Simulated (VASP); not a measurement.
A run of VASP 6.6.1 is set up as follows.

INCAR

```
  PREC = Accurate
  ENCUT = 600
  EDIFF = 1E-6
  ISMEAR = 0
  SIGMA = 0.1
  LREAL = False
  LASPH = True
  NELM = 120
  ALGO = Normal
  ISIF = 2
  LWAVE = False
  LCHARG = False
  GGA = CA
  NBANDS = 11
  GGA_COMPAT = False
```

Contents of KPOINTS:

```
regular mesh
0
Gamma
  8 8 8
```

POSCAR

```
BN
1.0
    0.0000000000      1.8130010000      1.8130010000
    1.8130010000      0.0000000000      1.8130010000
    1.8130010000      1.8130010000      0.0000000000
B N
1 1
Direct
    0.0000000000      0.0000000000      0.0000000000
    0.2500000000      0.2500000000      0.2500000000
```

Potentials or basis: VASP PAW LDA potentials, release 64 (B, N).

Command:

```console
$ cat potpaw_LDA.64/B/POTCAR potpaw_LDA.64/N/POTCAR > POTCAR
$ mpirun -np 1 vasp_std > vasp.out
```

Q: Predict the band gap on the k mesh.

A: 4.33 eV, indirect (least direct gap 8.64 eV).

Q: Estimate the pressure.

A: -13.6 GPa.

A k mesh can miss the band edges. A hybrid or GW would open this gap; LDA tends to underestimate it.
